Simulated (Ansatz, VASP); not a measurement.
## TaN in VASP and in Ansatz

```
Ta N
1.0
     3.05000    0.00000    0.00000
    -1.52500    2.64138    0.00000
     0.00000    0.00000    4.94000
Ta N
2 2
Cartesian
  0.0000 1.7609 0.0000
  1.5250 0.8805 2.4700
  0.0000 1.7609 1.9019
  1.5250 0.8805 4.3719
```

Alike in both runs: task single point; functional PBE; k mesh 7 × 7 × 4; occupations gaussian, width 0.05 eV; collinear spin; Hubbard terms Ta d U = 6.0 eV.

|  | VASP | Ansatz |
| --- | --- | --- |
| version | VASP 6.6.1 | Ansatz 0.2.0 |
| potentials or method | VASP PAW PBE potentials, release 64 (Ta_sv_GW, N), cutoff 600 eV | scalar-relativistic, plane waves, PAW |
| valence electrons in the cell | 36 | 36 |

```csv
,VASP,Ansatz,Ansatz less VASP
gap on the k mesh at the Fermi level (eV),none,none,-
rms of the force components (eV/Å),1.397,1.322,-0.0754
net moment per atom (μB),0.00,0.04,+0.035
```

The programs project onto different local orbitals, so the same U acts differently, and such runs can settle in different states. Atom by atom the forces differ by 0.075 eV/Å (rms over components). A gap of «none» marks a metal or a gap that the smearing closes. Ansatz's warnings: filled band counts differ across k points, specified occupation not kept, symmetry narrowed by occupation matrices.

Spin-orbit coupling is off throughout.
